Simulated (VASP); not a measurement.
# NbP (I4_1md) in VASP: further runs

NbP is run at these levels: r2SCAN; tasks: single point.

All numbers are computed with VASP 6.6.1; they aren't measurements. Logs are shortened: lines on timing, memory, paths and dates and some standing lists are left out, and cuts for length are marked.

## 1. The cell of the first run

The structure is tetragonal, space group I4_1md (No. 109). The conventional cell has a = 3.305 Å, b = 3.305 Å, c = 11.348 Å, α = 90.00°, β = 90.00°, γ = 90.00°. Within 3.4 Å of Nb (site symmetry 2mm) lie 6 P at 2.51 to 2.52 Å and 8 Nb at 3.28 to 3.30 Å. Within 3.4 Å of P (site symmetry 2mm) lie 6 Nb at 2.51 to 2.52 Å and 8 P at 3.28 to 3.30 Å.

## 2. Single point, r2SCAN (15.49 Å³/atom)

POSCAR reads:

```
NbP
1.0
   -1.6523221481      1.6523221481      5.6741199115
    1.6523221481     -1.6523221481      5.6741199115
    1.6523221481      1.6523221481     -5.6741199115
Nb P
2 2
Direct
    0.7498223615      0.7498223615      0.0000000000
    0.4998223615      0.9998223615      0.5000000000
    0.3328062135      0.3328062135      0.0000000000
    0.0828062135      0.5828062135      0.5000000000
```

INCAR.step1 reads:

```
PREC = Accurate
ENCUT = 520
ISMEAR = -1
SIGMA = 0.02
LREAL = False
LASPH = True
NELM = 100
NBANDS = 26
GGA = PE
ALGO = Normal
EDIFF = 1E-4
LWAVE = True
LCHARG = False
```

INCAR.step2 reads:

```
PREC = Accurate
ENCUT = 520
EDIFF = 1E-6
ISMEAR = -1
SIGMA = 0.02
LREAL = False
LASPH = True
NELM = 100
ALGO = Normal
ISIF = 2
LWAVE = False
LCHARG = False
METAGGA = R2SCAN
LMIXTAU = True
NBANDS = 26
ISTART = 1
```

KPOINTS reads:

```
regular mesh
0
Gamma
  8 8 8
```

Potentials or basis: VASP PAW PBE potentials, release 64 (Nb_sv, P).

Started as:

```
$ cat potpaw_PBE.64/Nb_sv/POTCAR potpaw_PBE.64/P/POTCAR > POTCAR
$ cp INCAR.step1 INCAR
$ mpirun -np 1 vasp_std > vasp.out
$ cp INCAR.step2 INCAR
$ mpirun -np 1 vasp_std > vasp.out
```

OUTCAR:

```text
PREC = Accurate
   ENCUT = 520
   EDIFF = 1E-6
   ISMEAR = -1
   LREAL = False
   LASPH = True
   NELM = 100
   ISIF = 2
   METAGGA = R2SCAN
   ISTART = 1

 ion  position               nearest neighbor table
   1  0.750  0.750  0.000-   4 2.51   4 2.51   3 2.52   3 2.52   3 2.52   3 2.52
   2  0.500  1.000  0.500-   3 2.51   3 2.51   4 2.52   4 2.52   4 2.52   4 2.52
   3  0.333  0.333  0.000-   2 2.51   2 2.51   1 2.52   1 2.52   1 2.52   1 2.52
   4  0.083  0.583  0.500-   1 2.51   1 2.51   2 2.52   2 2.52   2 2.52   2 2.52

  LATTYP: Found a body centered tetragonal cell.
 ALAT       =     3.3046442962
 C/A-ratio  =     3.4340276308

  Lattice vectors:

 A1 = (  -1.6523221481,   1.6523221481,   5.6741199115)
 A2 = (   1.6523221481,  -1.6523221481,   5.6741199115)
 A3 = (   1.6523221481,   1.6523221481,  -5.6741199115)

Analysis of symmetry for initial positions (statically):
=====================================================================
 Subroutine PRICEL returns:
 Original cell was already a primitive cell.

 Routine SETGRP: Setting up the symmetry group for a
 body centered tetragonal supercell.

 Subroutine GETGRP returns: Found  8 space group operations
 (whereof  4 operations were pure point group operations)
 out of a pool of 16 trial point group operations.

The static configuration has the point symmetry C_2v.
 The point group associated with its full space group is C_4v.

Analysis of symmetry for dynamics (positions and initial velocities):
=====================================================================
 Subroutine PRICEL returns:
 Original cell was already a primitive cell.

 Routine SETGRP: Setting up the symmetry group for a
 body centered tetragonal supercell.

 Subroutine GETGRP returns: Found  8 space group operations
 (whereof  4 operations were pure point group operations)
 out of a pool of 16 trial point group operations.

The dynamic configuration has the point symmetry C_2v.
 The point group associated with its full space group is C_4v.

 Subroutine INISYM returns: Found  8 space group operations
 (whereof  4 operations are pure point group operations),
 and found     1 'primitive' translations

----------------------------------------------------------------------------------------

                                     Primitive cell

  volume of cell :      61.9652

  direct lattice vectors                    reciprocal lattice vectors
    -1.652322148  1.652322148  5.674119912     0.000000000  0.302604429  0.088119393
     1.652322148 -1.652322148  5.674119912     0.302604429  0.000000000  0.088119393
     1.652322148  1.652322148 -5.674119912     0.302604429  0.302604429  0.000000000

  length of vectors
     6.136446344  6.136446344  6.136446344     0.315173710  0.315173710  0.427947287

  position of ions in fractional coordinates (direct lattice)
     0.749822362  0.749822362  0.000000000
     0.499822362  0.999822362  0.500000000
     0.332806213  0.332806213  0.000000000
     0.082806213  0.582806213  0.500000000

  ion indices of the primitive-cell ions
   primitive index   ion index
                 1           1
                 2           2
                 3           3
                 4           4

----------------------------------------------------------------------------------------

 KPOINTS: regular mesh

Automatic generation of k-mesh.
 Grid dimensions read from file:
 generate k-points for:    8    8    8

 Generating k-lattice:

  Cartesian coordinates                     Fractional coordinates (reciprocal lattice)
     0.000000000  0.037825554  0.011014924     0.125000000  0.000000000  0.000000000
     0.037825554  0.000000000  0.011014924     0.000000000  0.125000000  0.000000000
     0.037825554  0.037825554  0.000000000     0.000000000  0.000000000  0.125000000

  Length of vectors
     0.039396714  0.039396714  0.053493411

  Shift w.r.t. Gamma in fractional coordinates (k-lattice)
     0.000000000  0.000000000  0.000000000

 Subroutine IBZKPT returns following result:
 ===========================================

 Found     59 irreducible k-points:

 Following reciprocal coordinates:
            Coordinates               Weight
  0.000000  0.000000  0.000000      1.000000
  0.125000  0.000000 -0.000000      8.000000
  0.250000  0.000000 -0.000000      8.000000
  0.375000  0.000000 -0.000000      8.000000
  0.500000  0.000000 -0.000000      4.000000
  0.125000  0.125000 -0.000000      8.000000
[... 16 lines left out ...]
  0.250000  0.125000  0.125000     16.000000
  0.375000  0.125000  0.125000      8.000000
 [... further k-points ...]
   k-points           NKPTS =     59   k-points in BZ     NKDIM =     59   number of bands    NBANDS=     26
   number of dos      NEDOS =    301   number of ions     NIONS =      4
   total plane-waves  NPLWV = 110592
   dimension x,y,z NGX =    48 NGY =   48 NGZ =   48
   dimension x,y,z NGXF=    96 NGYF=   96 NGZF=   96
   ions per type =               2   2
   NGX,Y,Z   is equivalent  to a cutoff of  13.00, 13.00, 13.00 a.u.
   NGXF,Y,Z  is equivalent  to a cutoff of  26.01, 26.01, 26.01 a.u.
 SYSTEM =  unknown system
   PREC   = accura    normal or accurate (medium, high low for compatibility)
   ISTART =      1    job   : 0-new  1-cont  2-samecut
   ICHARG =      0    charge: 1-file 2-atom 10-const
   ISPIN  =      1    spin polarized calculation?
   LNONCOLLINEAR =      F non collinear calculations
   LSORBIT =      F    spin-orbit coupling
   LASPH  =      T    aspherical Exc in radial PAW
   ENCUT  =  520.0 eV  38.22 Ry    6.18 a.u.  11.41 11.41 11.41*2*pi/ulx,y,z
   NELM   =    100;   NELMIN=  2; NELMDL=  0     # of ELM steps
   EDIFF  = 0.1E-05   stopping-criterion for ELM
   LREAL  =      F    real-space projection
[... 7 lines left out ...]
   TEBEG  =    0.0;   TEEND  =   0.0 temperature during run
   PSTRESS=    0.0 pullay stress
   NELECT =      36.0000    total number of electrons
   NUPDOWN=      -1.0000    fix difference up-down
   EMIN   =  10.00;   EMAX   =-10.00  energy-range for DOS
   EFERMI =   0.00;   METHOD = LEGACY
   ISMEAR =    -1;   SIGMA  =   0.02  broadening in eV -4-tet -1-fermi 0-gaus
   EFERMI_NEDOS =   21; number of points for ismear=-14 and -15
   IALGO  =     38    algorithm
   IMIX   =      4    mixing-type and parameters
     AMIX     =   0.40;   BMIX     =  1.00
     AMIX_MAG =   1.60;   BMIX_MAG =  1.00
  volume/ion in A,a.u.               =      15.49       104.54
  Fermi-wavevector in a.u.,A,eV,Ry     =   1.366028  2.581419 25.388923  1.866033
  Thomas-Fermi vector in A             =   2.492205
   LORBIT       =      0    0 simple, 1 ext, 2 COOP (PROOUT), +10 PAW based schemes
   METAGGA = R2SCAN    functional components
   LHFCALC =     F    Hartree Fock is set to
   AEXX    =    0.0000 exact exchange contribution
   IVDW    =     0    specifies the selected vdW correction
   LEPSILON=     F    determine dielectric tensor
   LRPA    =     F    only Hartree local field effects (RPA)
 non-spin polarized calculation
  energy-cutoff  :      520.00
  volume of cell :       61.97
 maximum number of plane-waves:      1688
 NGX is ok and might be reduce to    48
   NGX = 23   NGY = 23   NGZ = 23

 number of electron      36.0000000 magnetization

 Free energy of the ion-electron system (eV)
  ---------------------------------------------------
  ext. energy  EPLUGINS =         0.00000000
  ---------------------------------------------------
  free energy    TOTEN  =       -72.01146393 eV

  energy without entropy =      -72.01042003  energy(sigma->0) =      -72.01094198

 E-fermi :  11.0990     XC(G=0): -13.0548

 val. band max:       11.0649968525   @ k =  -0.2500   0.2500   0.2500
 cond. band min:      11.1074323904   @ k =  -0.2500   0.5000   0.2500
 fundamental gap:      0.0424355379
 Fermi energy:        11.0990172080

 k-point     1 :       0.0000    0.0000    0.0000
  band No.  band energies     occupation
      1     -45.6099      2.00000
      2     -45.5611      2.00000
      3     -21.2378      2.00000
      4     -20.9645      2.00000
      5     -20.9645      2.00000
      6     -20.8102      2.00000
[... 18 lines left out ...]
     25      15.5763      0.00000
     26      15.5763      0.00000

 k-point     2 :       0.1250    0.0000   -0.0000
  band No.  band energies     occupation
      1     -45.6051      2.00000
      2     -45.5592      2.00000
      3     -21.2202      2.00000
      4     -21.0152      2.00000
      5     -20.9604      2.00000
      6     -20.8604      2.00000
[... 18 lines left out ...]
     25      15.7643      0.00000
     26      16.3279      0.00000

 k-point     3 :       0.2500    0.0000   -0.0000
  band No.  band energies     occupation
      1     -45.5931      2.00000
      2     -45.5549      2.00000
      3     -21.1983      2.00000
      4     -21.1140      2.00000
      5     -20.9679      2.00000
      6     -20.9504      2.00000
[... 18 lines left out ...]
     25      16.3658      0.00000
     26      17.5630      0.00000

 k-point     4 :       0.3750    0.0000   -0.0000
  band No.  band energies     occupation
      1     -45.5801      2.00000
      2     -45.5516      2.00000
      3     -21.2826      2.00000
      4     -21.1298      2.00000
      5     -21.0346      2.00000
      6     -20.9402      2.00000
[... 18 lines left out ...]
     25      16.0046      0.00000
     26      18.0122      0.00000

 k-point     5 :       0.5000    0.0000   -0.0000
  band No.  band energies     occupation
      1     -45.5742      2.00000
      2     -45.5507      2.00000
      3     -21.3298      2.00000
      4     -21.1549      2.00000
      5     -21.0237      2.00000
      6     -20.9360      2.00000
[... 18 lines left out ...]
     25      16.3606      0.00000
     26      17.7957      0.00000

 k-point     6 :       0.1250    0.1250   -0.0000
  band No.  band energies     occupation
      1     -45.5995      2.00000
      2     -45.5581      2.00000
      3     -21.1960      2.00000
      4     -21.0191      2.00000
      5     -21.0043      2.00000
      6     -20.8605      2.00000
[... 427 lines left out ...]
 k-point    21 :       0.5000    0.5000   -0.0000
  band No.  band energies     occupation
      1     -45.5402      2.00000
      2     -45.5402      2.00000
      3     -21.2660      2.00000
      4     -21.2660      2.00000
      5     -21.0835      2.00000
      6     -21.0835      2.00000
[... 18 lines left out ...]
     25      17.5190      0.00000
     26      17.5202      0.00000

 k-point    22 :       0.1250    0.1250    0.1250
  band No.  band energies     occupation
      1     -45.5784      2.00000
      2     -45.5470      2.00000
      3     -21.1681      2.00000
      4     -21.1331      2.00000
      5     -21.0620      2.00000
      6     -20.9612      2.00000
[... 18 lines left out ...]
     25      16.2314      0.00000
     26      17.3460      0.00000

 k-point    23 :       0.2500    0.1250    0.1250
  band No.  band energies     occupation
      1     -45.5657      2.00000
      2     -45.5437      2.00000
      3     -21.2519      2.00000
      4     -21.1330      2.00000
      5     -21.0724      2.00000
      6     -21.0067      2.00000
[... 18 lines left out ...]
     25      16.4738      0.00000
     26      17.5489      0.00000

 k-point    24 :       0.3750    0.1250    0.1250
  band No.  band energies     occupation
      1     -45.5597      2.00000
      2     -45.5430      2.00000
      3     -21.2979      2.00000
      4     -21.1376      2.00000
      5     -21.0921      2.00000
      6     -20.9921      2.00000
[... 18 lines left out ...]
     25      16.3284      0.00000
     26      17.6443      0.00000

 [... further k-points ...]
[... 5 lines left out ...]
  --------------------------------------------------------------------------------------
  -------------------------------------------------------------------------------------
  Total        2.4068190      2.4068190      2.1412313      0.0000000      0.0000000      0.0000000
  in kB       62.2308969     62.2308969     55.3638411      0.0000000      0.0000000      0.0000000
  external PRESSURE =      59.9418783 kB  Pullay stress =       0.0000000 kB

 VOLUME and BASIS-vectors are now :
 -----------------------------------------------------------------------------
  energy-cutoff  :      520.00
  volume of cell :       61.97
      direct lattice vectors                 reciprocal lattice vectors
    -1.652322148  1.652322148  5.674119912     0.000000000  0.302604429  0.088119393
     1.652322148 -1.652322148  5.674119912     0.302604429  0.000000000  0.088119393
     1.652322148  1.652322148 -5.674119912     0.302604429  0.302604429  0.000000000

 POSITION                                       TOTAL-FORCE (eV/Angst)
 -----------------------------------------------------------------------------------
      0.00000      0.00000      8.50916         0.000000      0.000000      0.018070
      1.65232     -0.00000      5.67210         0.000000      0.000000      0.018070
      0.00000      0.00000      3.77676         0.000000      0.000000     -0.018070
      1.65232      0.00000      0.93970        -0.000000     -0.000000     -0.018070
 -----------------------------------------------------------------------------------
    total drift:                                0.000000      0.000000      0.000157

  FREE ENERGIE OF THE ION-ELECTRON SYSTEM (eV)
  ---------------------------------------------------
  free  energy   TOTEN  =       -72.0114639257 eV

  energy  without entropy=      -72.0104200272  energy(sigma->0) =      -72.01094198
```

Run time: 34 min. Hardware: 1 thread of Intel Xeon 8259CL, shared host; peak memory 0.37 GiB.

What came out:

```
Free energy            : -72.0115 eV
Pressure               : 6.0 GPa
Largest force          : 0.018 eV/Å
Band gap on the k mesh : zero (bands 18 and 19 overlap by 0.04 eV)
```

Forces on the atoms (eV/Å):
```
Nb   0.000  0.000  0.018
Nb   0.000  0.000  0.018
P    0.000  0.000 -0.018
P    0.000  0.000 -0.018
```

Stress tensor (GPa, compression positive):
```
6.22 0.00 0.00
0.00 6.22 0.00
0.00 0.00 5.54
```

Caveat: the cell stands under pressure; the PAW data sets were made with another functional, which shifts forces and pressure a little.

(Part 1 of 2 ends here.)

The gap in the log of VASP goes by the Fermi energy; the results here count the filled bands.